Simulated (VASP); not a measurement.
# Al4GaRu2 in VASP: further runs, part 2 of 3

VASP 6.6.1.

### 3 Single point, PBE

INCAR reads:

```
SYSTEM = Al4GaRu2
ALGO     = Fast           ! electronic algorithm
EDIFF    = 1E-7           ! SCF threshold, eV
ENCUT    = 520            ! plane-wave cutoff, eV
GGA      = PE             ! functional
ISIF     = 2              ! what is computed and relaxed
ISMEAR   = 0              ! smearing method
LASPH    = .TRUE.         ! aspherical terms in the spheres
LCHARG   = .FALSE.        ! write CHGCAR
LREAL    = .FALSE.        ! projectors in reciprocal space
LWAVE    = .FALSE.        ! write WAVECAR
NBANDS   = 36             ! bands
NELM     = 60             ! most SCF steps
PREC     = Accurate       ! precision mode
SIGMA    = 0.2            ! smearing width, eV
```

KPOINTS reads:

```
k-points
0
G
  6 4 4
  0 0 0
```

POSCAR reads:

```
Al4GaRu2
1.0
   -0.2268820457      0.0000000000      4.3766094930
    3.3697595134     -3.7655362515     -0.0049414449
    3.3697595134      3.7655362515     -0.0049414449
Al Ga Ru
4 1 2
Direct
    0.2560838253      0.3446566195      0.9746584130
    0.7439161747      0.6553433805      0.0253415870
    0.7439161747      0.0253415870      0.6553433805
    0.2560838253      0.9746584130      0.3446566195
    0.0000000000      0.5000000000      0.5000000000
    0.2423383515      0.8373383516      0.8373383516
    0.7576616485      0.1626616484      0.1626616484
```

Potentials or basis: VASP PAW PBE potentials, release 64 (Al, Ga_d, Ru_pv).

The run is started by

```
cat potpaw_PBE.64/Al/POTCAR potpaw_PBE.64/Ga_d/POTCAR potpaw_PBE.64/Ru_pv/POTCAR > POTCAR
mpirun -np 1 vasp_std > vasp.out
```

OUTCAR:

```text
SYSTEM = Al4GaRu2
   EDIFF = 1E-7
   ENCUT = 520
   GGA = PE
   ISIF = 2
   ISMEAR = 0
   LASPH = .TRUE.
   LREAL = .FALSE.
   NELM = 60
   PREC = Accurate

 ion  position               nearest neighbor table
   1  0.256  0.345  0.975-   6 2.58   7 2.59   2 2.60   7 2.60   6 2.66   4 2.79   2 2.79   5 2.81
                             5 2.96   3 3.03   3 3.11
   2  0.744  0.655  0.025-   7 2.58   6 2.59   1 2.60   6 2.60   7 2.66   3 2.79   1 2.79   5 2.81
                             5 2.96   4 3.03   4 3.11
   3  0.744  0.025  0.655-   7 2.58   6 2.59   4 2.60   6 2.60   7 2.66   2 2.79   4 2.79   5 2.81
                             5 2.96   1 3.03   1 3.11
   4  0.256  0.975  0.345-   6 2.58   7 2.59   3 2.60   7 2.60   6 2.66   1 2.79   3 2.79   5 2.81
                             5 2.96   2 3.03   2 3.11
   5  0.000  0.500  0.500-   6 2.46   7 2.46   3 2.81   4 2.81   1 2.81   2 2.81   3 2.96   2 2.96
                             1 2.96   4 2.96
   6  0.242  0.837  0.837-   5 2.46   4 2.58   1 2.58   3 2.59   2 2.59   3 2.60   2 2.60   4 2.66
                             1 2.66   7 3.06   7 3.13
   7  0.758  0.163  0.163-   5 2.46   3 2.58   2 2.58   4 2.59   1 2.59   1 2.60   4 2.60   2 2.66
                             3 2.66   6 3.06   6 3.13

  LATTYP: Found a base centered monoclinic cell.
 ALAT       =     6.7395262730
 B/A-ratio  =     1.1174483484
 C/A-ratio  =     0.6502662229
 COS(beta)  =    -0.0532345517

  Lattice vectors:

 A1 = (   3.3697595134,  -3.7655362515,  -0.0049414449)
 A2 = (   3.3697595134,   3.7655362515,  -0.0049414449)
 A3 = (  -0.2268820457,   0.0000000000,   4.3766094930)

Analysis of symmetry for initial positions (statically):
=====================================================================
 Subroutine PRICEL returns:
 Original cell was already a primitive cell.

 Routine SETGRP: Setting up the symmetry group for a
 base centered monoclinic supercell.

 Subroutine GETGRP returns: Found  4 space group operations
 (whereof  4 operations were pure point group operations)
 out of a pool of  4 trial point group operations.

The static configuration has the point symmetry C_2h.

Analysis of symmetry for dynamics (positions and initial velocities):
=====================================================================
 Subroutine PRICEL returns:
 Original cell was already a primitive cell.

 Routine SETGRP: Setting up the symmetry group for a
 base centered monoclinic supercell.

 Subroutine GETGRP returns: Found  4 space group operations
 (whereof  4 operations were pure point group operations)
 out of a pool of  4 trial point group operations.

The dynamic configuration has the point symmetry C_2h.

 Subroutine INISYM returns: Found  4 space group operations
 (whereof  4 operations are pure point group operations),
 and found     1 'primitive' translations

----------------------------------------------------------------------------------------

                                     Primitive cell

  volume of cell :     111.0607

  direct lattice vectors                    reciprocal lattice vectors
    -0.226882046  0.000000000  4.376609493     0.000335081  0.000000000  0.228504742
[... 57 lines left out ...]
  0.000000  0.250000 -0.000000      4.000000
  0.166667  0.250000  0.000000      4.000000
[... 16 lines left out ...]
  0.333333  0.500000  0.250000      4.000000
  0.500000  0.500000  0.250000      4.000000
 [... further k-points ...]
   k-points           NKPTS =     34   k-points in BZ     NKDIM =     34   number of bands    NBANDS=     36
   number of dos      NEDOS =    301   number of ions     NIONS =      7
   total plane-waves  NPLWV =  57600
   dimension x,y,z NGX =    36 NGY =   40 NGZ =   40
   dimension x,y,z NGXF=    72 NGYF=   80 NGZF=   80
   ions per type =               4   1   2
   NGX,Y,Z   is equivalent  to a cutoff of  13.66, 13.16, 13.16 a.u.
   NGXF,Y,Z  is equivalent  to a cutoff of  27.31, 26.32, 26.32 a.u.
 SYSTEM =  Al4GaRu2
   PREC   = accura    normal or accurate (medium, high low for compatibility)
   ISTART =      0    job   : 0-new  1-cont  2-samecut
   ICHARG =      2    charge: 1-file 2-atom 10-const
   ISPIN  =      1    spin polarized calculation?
   LNONCOLLINEAR =      F non collinear calculations
   LSORBIT =      F    spin-orbit coupling
   LASPH  =      T    aspherical Exc in radial PAW
   ENCUT  =  520.0 eV  38.22 Ry    6.18 a.u.   8.15  9.40  9.40*2*pi/ulx,y,z
   NELM   =     60;   NELMIN=  2; NELMDL= -5     # of ELM steps
   EDIFF  = 0.1E-06   stopping-criterion for ELM
   LREAL  =      F    real-space projection
   EDIFFG = 0.1E-05   stopping-criterion for IOM
   NSW    =      0    number of steps for IOM
   IBRION =     -1    ionic relax: 0-MD 1-quasi-New 2-CG
   NFREE  =      0    steps in history (QN), initial steepest desc. (CG)
   ISIF   =      2    stress and relaxation
   ISYM   =      2    0-nonsym 1-usesym 2-fastsym
   POTIM  = 0.5000    time-step for ionic-motion
   TEBEG  =    0.0;   TEEND  =   0.0 temperature during run
   PSTRESS=    0.0 pullay stress
   NELECT =      53.0000    total number of electrons
   NUPDOWN=      -1.0000    fix difference up-down
   EMIN   =  10.00;   EMAX   =-10.00  energy-range for DOS
   EFERMI =   0.00;   METHOD = LEGACY
   ISMEAR =     0;   SIGMA  =   0.20  broadening in eV -4-tet -1-fermi 0-gaus
   EFERMI_NEDOS =   21; number of points for ismear=-14 and -15
   IALGO  =     68    algorithm
   IMIX   =      4    mixing-type and parameters
     AMIX     =   0.40;   BMIX     =  1.00
     AMIX_MAG =   1.60;   BMIX_MAG =  1.00
  volume/ion in A,a.u.               =      15.87       107.07
  Fermi-wavevector in a.u.,A,eV,Ry     =   1.279322  2.417568 22.268184  1.636665
  Thomas-Fermi vector in A             =   2.411814
   LORBIT       =      0    0 simple, 1 ext, 2 COOP (PROOUT), +10 PAW based schemes
   GGA     = PE    functional components
   LHFCALC =     F    Hartree Fock is set to
   AEXX    =    0.0000 exact exchange contribution
   IVDW    =     0    specifies the selected vdW correction
   LEPSILON=     F    determine dielectric tensor
   LRPA    =     F    only Hartree local field effects (RPA)
 non-spin polarized calculation
 RMM-DIIS sequential band-by-band and
 Gauss-broadening in eV      SIGMA  =   0.20
  energy-cutoff  :      520.00
  volume of cell :      111.06
 maximum number of plane-waves:      3004
 NGX is ok and might be reduce to    36
   NGX = 17   NGY = 19   NGZ = 19

 number of electron      53.0000005 magnetization

 Free energy of the ion-electron system (eV)
  ---------------------------------------------------
  ext. energy  EPLUGINS =         0.00000000
  ---------------------------------------------------
  free energy    TOTEN  =       -40.09732216 eV

  energy without entropy =      -40.05360192  energy(sigma->0) =      -40.07546204

 E-fermi :   8.3615     XC(G=0): -11.2115

 val. band max:        8.3322506606   @ k =   0.3333  -0.2500   0.2500
 cond. band min:       8.3737455904   @ k =   0.1667  -0.0000  -0.0000
 fundamental gap:      0.0414949298
 Fermi energy:         8.3614657839

 k-point     1 :       0.0000    0.0000    0.0000
  band No.  band energies     occupation
      1     -33.9920      2.00000
      2     -33.9200      2.00000
      3     -33.8043      2.00000
      4     -33.7945      2.00000
      5     -33.7920      2.00000
      6     -33.7374      2.00000
[... 925 lines left out ...]
     35      14.0444      0.00000
     36      14.4354      0.00000

 [... further k-points ...]

------------------------ aborting loop because EDIFF is reached ----------------------------------------

  FORCE on cell =-STRESS in cart. coord.  units (eV):
  Direction    XX          YY          ZZ          XY          YZ          ZX
  --------------------------------------------------------------------------------------
  -------------------------------------------------------------------------------------
  Total       -0.0031018     -0.1100433      0.1880425      0.0000000      0.0000000      0.0981584
  in kB       -0.0447469     -1.5875000      2.7127274      0.0000000      0.0000000      1.4160460
  external PRESSURE =       0.3601601 kB  Pullay stress =       0.0000000 kB

 VOLUME and BASIS-vectors are now :
 -----------------------------------------------------------------------------
  energy-cutoff  :      520.00
  volume of cell :      111.06
      direct lattice vectors                 reciprocal lattice vectors
    -0.226882046  0.000000000  4.376609493     0.000335081  0.000000000  0.228504742
     3.369759513 -3.765536251 -0.004941445     0.148389821 -0.132783212  0.007692481
     3.369759513  3.765536251 -0.004941445     0.148389821  0.132783212  0.007692481

 POSITION                                       TOTAL-FORCE (eV/Angst)
 -----------------------------------------------------------------------------------
      4.38767      2.37229      1.11426        -0.004167      0.019142      0.001913
      2.12496     -2.37229      3.25247         0.004167     -0.019142     -0.001913
      2.12496      2.37229      3.25247         0.004167      0.019142     -0.001913
      4.38767     -2.37229      1.11426        -0.004167     -0.019142      0.001913
      3.36976      0.00000     -0.00494        -0.000000      0.000000     -0.000000
      5.58828      0.00000      1.05235         0.045460      0.000000      0.048324
      0.92436      0.00000      3.31438        -0.045460      0.000000     -0.048324
 -----------------------------------------------------------------------------------
    total drift:                               -0.000000     -0.000000     -0.000000

  FREE ENERGIE OF THE ION-ELECTRON SYSTEM (eV)
  ---------------------------------------------------
  free  energy   TOTEN  =       -40.0973221619 eV

  energy  without entropy=      -40.0536019222  energy(sigma->0) =      -40.07546204
```

It took 5.9 min on 1 thread of Oxide Virtual Turin-like, shared host; peak memory 0.27 GiB.

Results:

```yaml
Free_energy: -40.0973 eV
Pressure: 0.0 GPa
Largest_force: 0.066 eV/Å
Band_gap_on_the_k_mesh: zero (an odd number of electrons rules out a gap without spin polarisation)
```

Forces on the atoms (eV/Å):
```
Al  -0.004  0.019  0.002
Al   0.004 -0.019 -0.002
Al   0.004  0.019 -0.002
Al  -0.004 -0.019  0.002
Ga   0.000  0.000  0.000
Ru   0.045  0.000  0.048
Ru  -0.045  0.000 -0.048
```

Stress tensor (GPa, compression positive):
```
 0.00  0.00  0.14
 0.00 -0.16  0.00
 0.14  0.00  0.27
```

### 4 Single point, PBE

INCAR reads:

```
ALGO     = Fast           # electronic algorithm
EDIFF    = 1E-7           # SCF threshold, eV
ENCUT    = 520            # plane-wave cutoff, eV
GGA      = PE             # functional
ISIF     = 2              # what is computed and relaxed
ISMEAR   = 0              # smearing method
LASPH    = True           # aspherical terms in the spheres
LCHARG   = True           # write CHGCAR
LELF     = True           # ELF
LREAL    = False          # projectors in reciprocal space
LVHAR    = True         
LWAVE    = False          # write WAVECAR
NBANDS   = 36             # bands
NELM     = 100            # most SCF steps
PREC     = Accurate       # precision mode
SIGMA    = 0.2            # smearing width, eV
```

KPOINTS reads:

```
k-points
0
Gamma
  6 4 4
```

POSCAR reads:

```
Al4GaRu2
1.0
   -0.2246099668     -0.0001549095      4.3847496703
    3.3670679116     -3.7600609658     -0.0032130998
    3.3677029432      3.7605771445     -0.0035436031
Al Ga Ru
4 1 2
Direct
    0.2560809373      0.3448281513      0.9753592444
    0.7439185933      0.6551793633      0.0246427012
    0.7438928655      0.0246933087      0.6552067992
    0.2561103308      0.9753020750      0.3447919052
   -0.0000031924      0.4999993295      0.5000029220
    0.2430726412      0.8376380465      0.8376314649
    0.7569278243      0.1623597256      0.1623649631
```

Potentials or basis: VASP PAW PBE potentials, release 64 (Al, Ga_d, Ru_pv).

The run is started by

```
cat potpaw_PBE.64/Al/POTCAR potpaw_PBE.64/Ga_d/POTCAR potpaw_PBE.64/Ru_pv/POTCAR > POTCAR
mpirun -np 1 vasp_std > vasp.out
```

OUTCAR:

```text
EDIFF = 1E-7
   ENCUT = 520
   GGA = PE
   ISIF = 2
   ISMEAR = 0
   LASPH = True
   LREAL = False
   NELM = 100
   PREC = Accurate

 ion  position               nearest neighbor table
   1  0.256  0.345  0.975-   6 2.58   7 2.60   2 2.60   7 2.60   6 2.66   4 2.78   2 2.79   5 2.81
                             5 2.95   3 3.03   3 3.12
   2  0.744  0.655  0.025-   7 2.58   6 2.60   1 2.60   6 2.60   7 2.66   3 2.78   1 2.79   5 2.81
                             5 2.95   4 3.03   4 3.12
   3  0.744  0.025  0.655-   7 2.58   6 2.60   4 2.60   6 2.60   7 2.66   2 2.78   4 2.79   5 2.81
                             5 2.95   1 3.03   1 3.12
   4  0.256  0.975  0.345-   6 2.58   7 2.60   3 2.60   7 2.60   6 2.66   1 2.78   3 2.79   5 2.81
                             5 2.95   2 3.03   2 3.12
   5  1.000  0.500  0.500-   6 2.46   7 2.46   3 2.81   4 2.81   1 2.81   2 2.81   3 2.95   4 2.95
                             2 2.95   1 2.95
   6  0.243  0.838  0.838-   5 2.46   1 2.58   4 2.58   3 2.60   2 2.60   2 2.60   3 2.60   1 2.66
                             4 2.66   7 3.06   7 3.13
   7  0.757  0.162  0.162-   5 2.46   2 2.58   3 2.58   4 2.60   1 2.60   1 2.60   4 2.60   2 2.66
                             3 2.66   6 3.06   6 3.13

  LATTYP: Found a triclinic cell.
 ALAT       =     5.0481061925
 B/A-ratio  =     1.4897939658
 C/A-ratio  =     0.8697318537
 COS(alpha) =     0.0000834912
 COS(beta)  =     0.0348560876
 COS(gamma) =     0.7450044638

  Lattice vectors:

 A1 = (  -3.3677029432,  -3.7605771445,   0.0035436031)
 A2 = (  -0.0006350316,  -7.5206381103,   0.0003305033)
 A3 = (  -0.2246099668,  -0.0001549095,   4.3847496703)

Analysis of symmetry for initial positions (statically):
=====================================================================
 Subroutine PRICEL returns:
 Original cell was already a primitive cell.

 Routine SETGRP: Setting up the symmetry group for a
 triclinic supercell.

 Subroutine GETGRP returns: Found  2 space group operations
 (whereof  1 operations were pure point group operations)
[... 152 lines left out ...]
   LORBIT       =      0    0 simple, 1 ext, 2 COOP (PROOUT), +10 PAW based schemes
   GGA     = PE    functional components
   LHFCALC =     F    Hartree Fock is set to
   AEXX    =    0.0000 exact exchange contribution
   IVDW    =     0    specifies the selected vdW correction
   LEPSILON=     F    determine dielectric tensor
   LRPA    =     F    only Hartree local field effects (RPA)
 non-spin polarized calculation
 RMM-DIIS sequential band-by-band and
 Gauss-broadening in eV      SIGMA  =   0.20
  energy-cutoff  :      520.00
  volume of cell :      111.04
 maximum number of plane-waves:      3004
 NGX is ok and might be reduce to    36
   NGX = 17   NGY = 19   NGZ = 19

 number of electron      53.0000002 magnetization

 Free energy of the ion-electron system (eV)
  ---------------------------------------------------
  ext. energy  EPLUGINS =         0.00000000
  ---------------------------------------------------
  free energy    TOTEN  =       -40.09791308 eV

  energy without entropy =      -40.05468238  energy(sigma->0) =      -40.07629773

 E-fermi :   8.3636     XC(G=0): -11.2127

 val. band max:        8.3318700107   @ k =   0.3333  -0.2500   0.2500
 cond. band min:       8.3789822427   @ k =   0.1667  -0.0000  -0.0000
 fundamental gap:      0.0471122320
 Fermi energy:         8.3635806744

 k-point     1 :       0.0000    0.0000    0.0000
  band No.  band energies     occupation
      1     -33.9905      2.00000
      2     -33.9177      2.00000
      3     -33.8013      2.00000
      4     -33.7933      2.00000
      5     -33.7888      2.00000
      6     -33.7365      2.00000
[... 925 lines left out ...]
     35      13.3207      0.00000
     36      13.9435      0.00000

 [... further k-points ...]

------------------------ aborting loop because EDIFF is reached ----------------------------------------

  FORCE on cell =-STRESS in cart. coord.  units (eV):
  Direction    XX          YY          ZZ          XY          YZ          ZX
  --------------------------------------------------------------------------------------
  -------------------------------------------------------------------------------------
  Total        0.0309537      0.0076024      0.0020731     -0.0085855      0.0013734      0.0240005
  in kB        0.4466347      0.1096962      0.0299130     -0.1238820      0.0198168      0.3463061
  external PRESSURE =       0.1954146 kB  Pullay stress =       0.0000000 kB

 VOLUME and BASIS-vectors are now :
 -----------------------------------------------------------------------------
  energy-cutoff  :      520.00
  volume of cell :      111.04
      direct lattice vectors                 reciprocal lattice vectors
    -0.224609967 -0.000154910  4.384749670     0.000228817  0.000010004  0.228074912
     3.367067912 -3.760060966 -0.003213100     0.148500970 -0.132979646  0.007602304
     3.367702943  3.760577145 -0.003543603     0.148480597  0.132955237  0.007610655

 POSITION                                       TOTAL-FORCE (eV/Angst)
 -----------------------------------------------------------------------------------
      4.38826      2.37130      1.11829        -0.006459     -0.001048      0.002749
      2.12193     -2.37096      3.25970         0.006459      0.001048     -0.002749
      2.12260      2.37099      3.25938         0.006151     -0.001142     -0.002510
      4.38754     -2.37062      1.11862        -0.006151      0.001142      0.002510
      3.14278      0.00012      4.38136         0.000000      0.000000      0.000000
      5.58668      0.00037      1.06015         0.013246     -0.000224      0.004961
      0.92346     -0.00001      3.31784        -0.013246      0.000224     -0.004961
 -----------------------------------------------------------------------------------
    total drift:                                0.026074     -0.002962     -0.031042

  FREE ENERGIE OF THE ION-ELECTRON SYSTEM (eV)
  ---------------------------------------------------
  free  energy   TOTEN  =       -40.0979130754 eV

  energy  without entropy=      -40.0546823798  energy(sigma->0) =      -40.07629773
```

stdout:

```text
POSCAR found type information on POSCAR AlGaRu
 POSCAR found :  3 types and       7 ions
 scaLAPACK will be used
 LDA part: xc-table for (Slater+PW92), standard interpolation
 POSCAR, INCAR and KPOINTS ok, starting setup
 FFT: planning ... GRIDC
 FFT: planning ... GRID_SOFT
 FFT: planning ... GRID
 WAVECAR not read
 entering main loop
```

It took 10 min on 1 thread of Oxide Virtual Turin-like, shared host; peak memory 0.32 GiB.

What came out:

| Property | Result |
| --- | --- |
| Free energy | -40.0979 eV |
| Pressure | 0.0 GPa |
| Largest force | 0.014 eV/Å |
| Band gap on the k mesh | zero (an odd number of electrons rules out a gap without spin polarisation) |

Forces in eV/Å, atoms in the order of the input:
```
Al  -0.006 -0.001  0.003
Al   0.006  0.001 -0.003
Al   0.006 -0.001 -0.003
Al  -0.006  0.001  0.003
Ga   0.000  0.000  0.000
Ru   0.013  0.000  0.005
Ru  -0.013  0.000 -0.005
```

(Part 2 of 3 ends here.)

The gap in the log of VASP goes by the Fermi energy; the results here count the filled bands.